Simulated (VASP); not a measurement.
Here is a VASP 6.6.1 calculation.

File INCAR:

```
ALGO     = Normal         # electronic algorithm
EDIFF    = 1E-6           # SCF threshold, eV
ENCUT    = 500            # plane-wave cutoff, eV
GGA      = PE             # functional
GGA_COMPAT= False        
ISIF     = 2              # what is computed and relaxed
ISMEAR   = 0              # smearing method
IVDW     = 12             # dispersion correction
LASPH    = True           # aspherical terms in the spheres
LCHARG   = True           # write CHGCAR
LELF     = True           # ELF
LREAL    = False          # projectors in reciprocal space
LVHAR    = True         
LWAVE    = False          # write WAVECAR
NBANDS   = 19             # bands
NELM     = 120            # most SCF steps
PREC     = Accurate       # precision mode
SIGMA    = 0.1            # smearing width, eV
```

The input KPOINTS:

```
k-points
0
Gamma
  6 6 4
```

The input POSCAR:

```
Zr
1.0
    3.2392314131      0.0000000000      0.0000000000
   -1.6196157065      2.8052566925      0.0000000000
    0.0000000000      0.0000000000      5.1722200000
Zr
2
Direct
    0.3333333333      0.6666666667      0.2500000000
    0.6666666667      0.3333333333      0.7500000000
```

Potentials or basis: VASP PAW PBE potentials, release 64 (Zr_sv).

Command:

```sh
$ cat potpaw_PBE.64/Zr_sv/POTCAR > POTCAR
$ mpirun -np 1 vasp_std > vasp.out
```

Q: Estimate the dispersion energy per atom.

A: -0.523 eV.

Q: What does it give for the pressure?

A: -4.3 GPa.

Stress tensor (GPa, compression positive):
```
-4.53  0.00  0.00
 0.00 -4.53  0.00
 0.00  0.00 -3.88
```

Caveat: the k points lie up to 0.37 Å⁻¹ apart; pairwise dispersion overbinds metals, which lowers pressure and volume.
